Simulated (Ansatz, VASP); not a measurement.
## Cu: VASP beside Ansatz

INCAR

```
SYSTEM = Cu
PREC     = Accurate       ! precision mode
ENCUT    = 520            ! plane-wave cutoff, eV
EDIFF    = 1E-7           ! SCF threshold, eV
ISMEAR   = 0              ! smearing method
SIGMA    = 0.15           ! smearing width, eV
LREAL    = .False.        ! projectors in reciprocal space
LASPH    = .True.         ! aspherical terms in the spheres
NELM     = 80             ! most SCF steps
ALGO     = Normal         ! electronic algorithm
ISIF     = 2              ! what is computed and relaxed
LWAVE    = .False.        ! write WAVECAR
LCHARG   = .False.        ! write CHGCAR
GGA      = CA             ! functional
NBANDS   = 12             ! bands
```

KPOINTS

```
Automatic mesh
0
Gamma
  24 24 24
  0 0 0
```

File POSCAR:

```
Cu
1.0
   -1.3940000401      1.3940000401      1.3498102388
    1.3940000401     -1.3940000401      1.3498102388
    1.3940000401      1.3940000401     -1.3498102388
Cu
1
Direct
    0.0000000000      0.0000000000      0.0000000000
```

Input for Ansatz:

```yaml
crystal:
  lattice:
    - [-1.3940000401, 1.3940000401, 1.3498102388]
    - [1.3940000401, -1.3940000401, 1.3498102388]
    - [1.3940000401, 1.3940000401, -1.3498102388]
  atoms:
    - { symbol: Cu, position: [0.0, 0.0, 0.0] }
basis:
  ecutwfc: 520.0
kpoints:
  mp_grid: { grid: [24, 24, 24] }
hamiltonian:
  xc: lda
  pseudopotentials: { kind: paw, azcp: { folder: soft_1 } }
scf:
  occupations: { method: gaussian, width: 0.15 }
output:
  forces: true
  stress: true
  eigenvalues: true
```

Alike in both runs: task single point; functional LDA; k mesh 24 × 24 × 24; occupations gaussian, width 0.15 eV; no spin polarisation.

|  | VASP | Ansatz |
| --- | --- | --- |
| version | VASP 6.6.1 | Ansatz 0.2.0 |
| potentials or method | VASP PAW LDA potentials, release 64 (Cu), cutoff 520 eV | scalar-relativistic, plane waves, PAW |
| valence electrons in the cell | 11 | 19 |

```csv
,VASP,Ansatz,Ansatz less VASP
gap on the k mesh at the Fermi level (eV),none,none,-
pressure (GPa),9.3,8.3,-0.95
```

Ansatz warns that its potentials were made for another functional, while VASP's fit it. LDA's correlation is that of Perdew and Zunger in VASP and of Perdew and Wang (1992) in Ansatz. A gap of «none» marks a metal or a gap that the smearing closes. VASP's potentials hold 11 valence electrons a cell and Ansatz's 19, so a difference there can come from the potentials and not from the codes.
